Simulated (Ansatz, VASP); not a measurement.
This is a calculation of VWC2 for Ansatz 0.2.0.

The input input.yaml:

```yaml
crystal:
  lattice:
    - [1.5170411163, 0.8758640969, 4.933893193]
    - [-1.5170411163, 0.8758640969, 4.933893193]
    - [0.0, -1.7517281937, 4.933893193]
  atoms:
    - { symbol: W, position: [0.0, 0.0, 0.0] }
    - { symbol: V, position: [0.5, 0.5, 0.5], spin: 2.5 }
    - { symbol: C, position: [0.246494, 0.246494, 0.246494] }
    - { symbol: C, position: [0.753506, 0.753506, 0.753506] }
hamiltonian:
  xc: pbesol
  pseudopotentials: { kind: paw }
magnetization:
  spin_polarized: true
  initial_magnetization: 2.5
  spin_locking: { lock_magnetization: hard }
kpoints:
  mp_grid: { grid: [9, 9, 9] }
scf:
  occupations: { method: fermi_dirac, width: 0.05 }
  lower_state_search: "off"
output:
  forces: true
  stress: true
  eigenvalues: true
```

Potentials or basis: Ansatz PAW.

Launch:

```bash
$ ansatz run input.yaml --threads 2 --pin off --max-ram 5632MiB --backend cpu --events-out ev --progress --plain --runs-dir out
```

Q: Set up the same calculation for VASP 6.6.1. Potentials there: VASP PAW PBE potentials, release 64 (W_sv, V_sv, C).

A: As run (the cutoff follows the program's own potentials):

File INCAR:

```
PREC = Accurate ; ENCUT = 520
EDIFF = 1E-6 ; ISMEAR = -1
SIGMA = 0.05 ; LREAL = F
LASPH = T ; NELM = 150
ALGO = Normal ; ISIF = 2
LWAVE = F ; LCHARG = T
ISPIN = 2 ; MAGMOM = 0 2.5 0 0
LORBIT = 11 ; NUPDOWN = 2.5
LMAXMIX = 4 ; GGA = PS
LELF = T ; LVHAR = T
NBANDS = 30
```

The input KPOINTS:

```
Automatic mesh
0
Gamma
  9 9 9
```

The input POSCAR:

```
VWC2
1.0
    1.5170411163      0.8758640969      4.9338931930
   -1.5170411163      0.8758640969      4.9338931930
    0.0000000000     -1.7517281937      4.9338931930
W V C
1 1 2
Direct
    0.0000000000      0.0000000000      0.0000000000
    0.5000000000      0.5000000000      0.5000000000
    0.2464940000      0.2464940000      0.2464940000
    0.7535060000      0.7535060000      0.7535060000
```

Potentials or basis: VASP PAW PBE potentials, release 64 (W_sv, V_sv, C).

The run is started by

```bash
$ cat potpaw_PBE.64/W_sv/POTCAR potpaw_PBE.64/V_sv/POTCAR potpaw_PBE.64/C/POTCAR > POTCAR
$ mpirun -np 1 vasp_std > vasp.out
```

Both were run:

|  | VASP | Ansatz | Ansatz less VASP |
| --- | --- | --- | --- |
| pressure (GPa) | -0.2 | -1.1 | -0.85 |
| traceless stress, the component that is largest in VASP (GPa) | -0.42 | -0.37 | +0.052 |
| rms of the force components (eV/Å) | 0.212 | 0.220 | +0.0075 |
| net moment per atom (μB) | 0.63 | 0.63 | 0.000 |
| size of the moment on the site where the two differ most (μB) | 1.40 | 1.17 | -0.233 |

VASP's potentials were made for PBE, not for PBEsol. Site moments also hang on the region over which each program counts them. Atom by atom the forces differ by 0.008 eV/Å (rms over components).

Spin-orbit coupling is off throughout.
